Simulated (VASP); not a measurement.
A run of VASP 6.6.1:

The input INCAR:

```
  PREC = Accurate
  ENCUT = 520
  EDIFF = 1E-6
  ISMEAR = -1
  SIGMA = 0.05
  LREAL = F
  LASPH = T
  NELM = 80
  ALGO = Normal
  ISIF = 2
  LWAVE = F
  LCHARG = T
  GGA = PS
  LELF = T
  LVHAR = T
  NBANDS = 9
```

The input KPOINTS:

```
Automatic mesh
0
Gamma
  10 10 5
```

POSCAR

```
Mg
1.0
    3.1659257641      0.0000000000      0.0000000000
   -1.5829628820      2.7417721382      0.0000000000
    0.0000000000      0.0000000000      5.1398819084
Mg
2
Direct
    0.6666666667      0.3333333333      0.7500000000
    0.3333333333      0.6666666667      0.2500000000
```

Potentials or basis: VASP PAW PBE potentials, release 64 (Mg).

Command:

```sh
$ cat potpaw_PBE.64/Mg/POTCAR > POTCAR
$ mpirun -np 1 vasp_std > vasp.out
```

Hardware: 1 thread of Intel(R) Xeon(R) Platinum 8375C CPU @ 2.90GHz (Ice Lake) (shared host).

**Question.** Estimate the wall time of this run.

**Answer.** Wall time 13 s on 1 thread of Intel(R) Xeon(R) Platinum 8375C CPU @ 2.90GHz (Ice Lake), with other jobs on the host, peak memory 0.15 GiB. Counts: scf iterations 9, k points 42.
